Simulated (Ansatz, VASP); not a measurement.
## Two plane-wave programs on HfO2

File INCAR:

```
SYSTEM = HfO2
ALGO     = Normal         ! electronic algorithm
EDIFF    = 1E-7           ! SCF threshold, eV
ENCUT    = 520            ! plane-wave cutoff, eV
GGA      = PS             ! functional
ISIF     = 2              ! what is computed and relaxed
ISMEAR   = 0              ! smearing method
LASPH    = .True.         ! aspherical terms in the spheres
LCHARG   = .False.        ! write CHGCAR
LREAL    = .False.        ! projectors in reciprocal space
LWAVE    = .False.        ! write WAVECAR
NBANDS   = 31             ! bands
NELM     = 100            ! most SCF steps
PREC     = Accurate       ! precision mode
SIGMA    = 0.05           ! smearing width, eV
```

Contents of KPOINTS:

```
k-points
0
Gamma
  6 6 6
  0 0 0
```

The input POSCAR:

```
HfO2
1.0
    0.0000000000     -2.5220673945     -2.5220673945
    0.0000000000      2.5220673945     -2.5220673945
    5.0441347890      0.0000000000      0.0000000000
Hf O
2 4
Direct
    0.0239882567     -0.0239882567      0.0000000000
    0.4760117433      0.5239882567      0.5000000000
   -0.0009542797      0.4990457203      0.6699069777
    0.5009542797      0.0009542797      0.3300930223
   -0.0009542797      0.4990457203      0.1699069777
    0.5009542797      0.0009542797      0.8300930223
```

Input for Ansatz:

```yaml
crystal:
  lattice:
    - [0.0, -2.5220673945, -2.5220673945]
    - [0.0, 2.5220673945, -2.5220673945]
    - [5.044134789, 0.0, 0.0]
  atoms:
    - { symbol: Hf, position: [0.0239882567, -0.0239882567, 0.0] }
    - { symbol: Hf, position: [0.4760117433, 0.5239882567, 0.5] }
    - { symbol: O, position: [-0.0009542797, 0.4990457203, 0.6699069777] }
    - { symbol: O, position: [0.5009542797, 0.0009542797, 0.3300930223] }
    - { symbol: O, position: [-0.0009542797, 0.4990457203, 0.1699069777] }
    - { symbol: O, position: [0.5009542797, 0.0009542797, 0.8300930223] }
basis:
  ecutwfc: 520.0
kpoints:
  mp_grid: { grid: [6, 6, 6] }
hamiltonian:
  xc: pbesol
  pseudopotentials: { kind: paw, azcp: { folder: soft_1 } }
scf:
  occupations: { method: gaussian, width: 0.05 }
output:
  forces: true
  stress: true
  eigenvalues: true
```

Change from the starting cell: mode 1 frozen in at -0.404 Å and mode 5 at -0.121 Å (largest displacements).

Alike in both runs: task single point; functional PBEsol; k mesh 6 × 6 × 6; occupations gaussian, width 0.05 eV; no spin polarisation.

|  | VASP | Ansatz |
| --- | --- | --- |
| version | VASP 6.6.1 | Ansatz 0.2.0 |
| potentials or method | VASP PAW PBE potentials, release 64 (Hf_pv, O), cutoff 520 eV | scalar-relativistic, plane waves, PAW |
| valence electrons in the cell | 44 | 76 |

|  | VASP | Ansatz | Ansatz less VASP |
| --- | --- | --- | --- |
| gap on the k mesh at the Fermi level (eV) | 4.38 | 4.41 | +0.031 |
| least direct gap on the mesh (eV) | 4.53 | 4.57 | +0.034 |
| pressure (GPa) | 16.0 | 19.0 | +2.99 |
| traceless stress, the component that is largest in VASP (GPa) | 12.58 | 12.40 | -0.181 |
| rms of the force components (eV/Å) | 1.256 | 1.250 | -0.0062 |

VASP's potentials were made for PBE, not for PBEsol, and Ansatz warns of the same on its side. Atom by atom the forces differ by 0.023 eV/Å (rms over components). VASP's potentials hold 44 valence electrons a cell and Ansatz's 76, so a difference there can come from the potentials and not from the codes.

Neither program's run includes spin-orbit coupling.
